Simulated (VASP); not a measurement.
Wanted: the native input for a VASP 6.6.1 run.

| Property | Result |
| --- | --- |
| Task | single point |
| Functional | PBE |
| Potentials or basis | VASP PAW PBE potentials, release 64 (In_d, As) |
| Cutoff | 520 eV |
| k mesh | 10 × 10 × 12 |
| Occupations | gaussian, width 0.1 eV |
| Spin | no spin polarisation |
| Dipole correction | no |
| Further INCAR settings | ALGO = Normal; EDIFF = 1e-06; NBANDS = 22 |

The structure of InAs3 lies in POSCAR:

```
InAs3
1.0
    4.4457608018      0.0000000000      0.0000000000
    0.0000000000      4.4457608018      0.0000000000
    0.0000000000      0.0000000000      4.3030162806
In As
1 3
Direct
    0.0000000000      0.0000000000      0.0000000000
    0.5000000000      0.5000000000      0.0000000000
    0.0000000000      0.5000000000      0.5000000000
    0.5000000000      0.0000000000      0.5000000000
```

The cell was generated, and may not be a known phase.

The input as run:

INCAR

```
SYSTEM = InAs3
  PREC = Accurate
  ENCUT = 520
  EDIFF = 1E-6
  ISMEAR = 0
  SIGMA = 0.1
  LREAL = .FALSE.
  LASPH = .TRUE.
  NELM = 100
  ALGO = Normal
  ISIF = 2
  LWAVE = .FALSE.
  LCHARG = .TRUE.
  GGA = PE
  LELF = .TRUE.
  LVHAR = .TRUE.
  NBANDS = 22
```

KPOINTS

```
Automatic mesh
0
G
  10 10 12
  0 0 0
```

Potentials or basis: VASP PAW PBE potentials, release 64 (In_d, As).

The run is started by

```bash
$ cat potpaw_PBE.64/In_d/POTCAR potpaw_PBE.64/As/POTCAR > POTCAR
$ mpirun -np 1 vasp_std > vasp.out
```

It gave:

- Pressure: 0.0 GPa
- Band gap on the k mesh: zero (bands 14 and 15 overlap by 4.35 eV)

Caveat: spin-orbit coupling is left out, which moves the levels of the heavy elements.

Wall time 4 min on 1 thread of Intel Xeon 8259CL (shared host), peak memory 0.38 GiB.
